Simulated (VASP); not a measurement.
Wanted: the native input for a VASP 6.6.1 run.

```yaml
Task: single point
Functional: PBE
Dispersion: D3(BJ)
Potentials_or_basis: VASP PAW PBE potentials, release 64 (W_sv, S)
Cutoff: 520 eV
k_mesh: 12 × 12 × 12
Occupations: gaussian, width 0.05 eV
Spin: no spin polarisation
Dipole_correction: no
Further_INCAR_settings: ALGO = Normal; EDIFF = 1e-07; NBANDS = 20
```

The structure of WS2 lies in POSCAR:

```
WS2
1.0
    1.5470500000      0.8931897339      5.7496666667
   -1.5470500000      0.8931897339      5.7496666667
    0.0000000000     -1.7863794679      5.7496666667
W S
1 2
Direct
    0.9993440419      0.9993440419      0.9993440419
    0.7527816504      0.7527816504      0.7527816504
    0.5791743077      0.5791743077      0.5791743077
```

The input as run:

INCAR

```
SYSTEM = WS2
ALGO     = Normal         ! electronic algorithm
EDIFF    = 1E-7           ! SCF threshold, eV
ENCUT    = 520            ! plane-wave cutoff, eV
GGA      = PE             ! functional
ISIF     = 2              ! what is computed and relaxed
ISMEAR   = 0              ! smearing method
IVDW     = 12             ! dispersion correction
LASPH    = .TRUE.         ! aspherical terms in the spheres
LCHARG   = .FALSE.        ! write CHGCAR
LREAL    = .FALSE.        ! projectors in reciprocal space
LWAVE    = .FALSE.        ! write WAVECAR
NBANDS   = 20             ! bands
NELM     = 80             ! most SCF steps
PREC     = Accurate       ! precision mode
SIGMA    = 0.05           ! smearing width, eV
```

KPOINTS

```
k-points
0
G
  12 12 12
  0 0 0
```

Potentials or basis: VASP PAW PBE potentials, release 64 (W_sv, S).

Command:

```sh
$ cat potpaw_PBE.64/W_sv/POTCAR potpaw_PBE.64/S/POTCAR > POTCAR
$ mpirun -np 1 vasp_std > vasp.out
```

Results of the run:

```json
{"Pressure": "18.9 GPa", "Largest force": "2.160 eV/Å", "Band gap on the k mesh": "0.73 eV (least direct gap 1.93 eV)", "Dispersion energy per atom": "-0.480 eV"}
```

Caveat: the cell stands under pressure; spin-orbit coupling is left out, which moves the levels of the heavy elements; forces of over 1 eV/Å act on the atoms, so gaps and moduli don't describe the material at rest.

Wall time 15 min on 1 thread of Intel Xeon 8259CL (shared host), peak memory 0.43 GiB.
